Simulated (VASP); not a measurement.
Write the native input for VASP 6.6.1 that does the following.

```
Task                   : relaxation of cell and atoms
Functional             : PBE
Potentials or basis    : VASP PAW PBE potentials, release 64 (Si, O)
Cutoff                 : 600 eV
k mesh                 : 6 × 6 × 6
Occupations            : gaussian, width 0.02 eV
Spin                   : no spin polarisation
Dipole correction      : no
Further INCAR settings : ALGO = Normal; EDIFF = 1e-07; IBRION = 2; EDIFFG = -0.01; NSW = 100; ISIF = 3
```

The structure of SiO2 lies in POSCAR:

```
SiO2
1.0
   -2.5137467048      2.5137467048      3.6894593404
    2.5137467048     -2.5137467048      3.6894593404
    2.5137467048      2.5137467048     -3.6894593404
Si O
2 4
Direct
    0.0000000000      0.0000000000      0.0000000000
    0.7500000000      0.2500000000      0.5000000000
    0.9668890694      0.6250000000      0.8418890694
    0.3750000000      0.2168890694      0.3418890694
    0.7831109306      0.1250000000      0.1581109306
    0.8750000000      0.0331109306      0.6581109306
```

The input as run:

INCAR

```
SYSTEM = SiO2
ALGO = Normal
EDIFF = 1E-7
EDIFFG = -0.01
ENCUT = 600
GGA = PE
IBRION = 2
ISIF = 3
ISMEAR = 0
LASPH = .TRUE.
LCHARG = .FALSE.
LREAL = .FALSE.
LWAVE = .FALSE.
NELM = 60
NSW = 100
PREC = Accurate
SIGMA = 0.02
```

KPOINTS

```
k-points
0
G
  6 6 6
  0 0 0
```

Potentials or basis: VASP PAW PBE potentials, release 64 (Si, O).

Run with:

```sh
$ cat potpaw_PBE.64/Si/POTCAR potpaw_PBE.64/O/POTCAR > POTCAR
$ mpirun -np 1 vasp_std > vasp.out
```

Results of the run:

```json
{"Relaxed volume": "15.53 Å³/atom", "Relaxed cell": "a = 5.122 Å, b = 5.122 Å, c = 5.122 Å, α = 121.24°, β = 121.24°, γ = 87.87°", "Space group after relaxing (to 0.1 Å)": "I-42d (No. 122)", "Energy gained by relaxing": "0.0 meV/atom", "Ionic steps": "3", "Pressure after relaxing": "0.0 GPa", "Band gap on the k mesh": "5.74 eV"}
```

It took 69 s on 1 thread of Intel(R) Xeon(R) 6975P-C (Granite Rapids), on a shared host, peak memory 0.28 GiB.
